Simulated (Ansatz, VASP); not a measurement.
## One calculation of Al2Ru, two programs

The input POSCAR:

```
Al2Ru
1.0
    3.0281658944      0.0000000000      0.0000000000
    0.0000000000      3.0281658944      0.0000000000
    0.0000000000      0.0000000000      8.6743695236
Al Ru
4 2
Direct
    0.5000000000      0.5000000000      0.1569793980
    0.0000000000      0.0000000000      0.3430206020
    0.0000000000      0.0000000000      0.6569793980
    0.5000000000      0.5000000000      0.8430206020
    0.0000000000      0.0000000000      0.0000000000
    0.5000000000      0.5000000000      0.5000000000
```

The input INCAR.step1:

```
PREC = Accurate
ENCUT = 520
ISMEAR = 0
SIGMA = 0.1
LREAL = F
LASPH = T
NELM = 80
NBANDS = 29
GGA = PE
ALGO = Normal
EDIFF = 1E-4
LWAVE = T
LCHARG = F
```

The input INCAR.step2:

```
PREC = Accurate
ENCUT = 520
EDIFF = 1E-7
ISMEAR = 0
SIGMA = 0.1
LREAL = F
LASPH = T
NELM = 80
ALGO = Normal
ISIF = 2
LWAVE = F
LCHARG = F
METAGGA = R2SCAN
LMIXTAU = T
NBANDS = 29
ISTART = 1
```

The input KPOINTS:

```
regular mesh
0
Gamma
  12 12 4
```

Input for Ansatz:

```yaml
crystal:
  lattice:
    - [3.0281658944, 0.0, 0.0]
    - [0.0, 3.0281658944, 0.0]
    - [0.0, 0.0, 8.6743695236]
  atoms:
    - { symbol: Al, position: [0.5, 0.5, 0.156979398] }
    - { symbol: Al, position: [0.0, 0.0, 0.343020602] }
    - { symbol: Al, position: [0.0, 0.0, 0.656979398] }
    - { symbol: Al, position: [0.5, 0.5, 0.843020602] }
    - { symbol: Ru, position: [0.0, 0.0, 0.0] }
    - { symbol: Ru, position: [0.5, 0.5, 0.5] }
basis:
  ecutwfc: 500
kpoints:
  mp_grid: { grid: [12, 12, 4] }
  band_path: { path: [VBM, CBM], npoints: 2 }
hamiltonian:
  xc: r2scan
scf:
  occupations: { method: gaussian, width: 0.1 }
output:
  forces: true
  stress: true
  eigenvalues: true
checkpoint:
  read: start.run
  write: ck
  compress: false
  write_wavefunctions: false
  write_every: 100000
```

Alike in both runs: task single point; functional r2SCAN; k mesh 12 × 12 × 4; occupations gaussian, width 0.1 eV; no spin polarisation.

```csv
,VASP,Ansatz
version,VASP 6.6.1,Ansatz 0.2.0
potentials or method,"VASP PAW PBE potentials, release 64 (Al, Ru_pv), cutoff 520 eV","scalar-relativistic, plane waves, PAW"
valence electrons in the cell,40,44
```

|  | VASP | Ansatz | Ansatz less VASP |
| --- | --- | --- | --- |
| gap on the k mesh at the Fermi level (eV) | 0.07 | 0.06 | -0.005 |
| least direct gap on the mesh (eV) | 0.39 | 0.39 | -0.003 |
| pressure (GPa) | 7.5 | 7.5 | +0.05 |
| traceless stress, the component that is largest in VASP (GPa) | -7.65 | -7.55 | +0.100 |
| rms of the force components (eV/Å) | 0.007 | 0.002 | -0.0050 |

VASP's potentials were made for PBE, not for r2SCAN. Atom by atom the forces differ by 0.009 eV/Å (rms over components). VASP's potentials hold 40 valence electrons a cell and Ansatz's 44, so a difference there can come from the potentials and not from the codes.
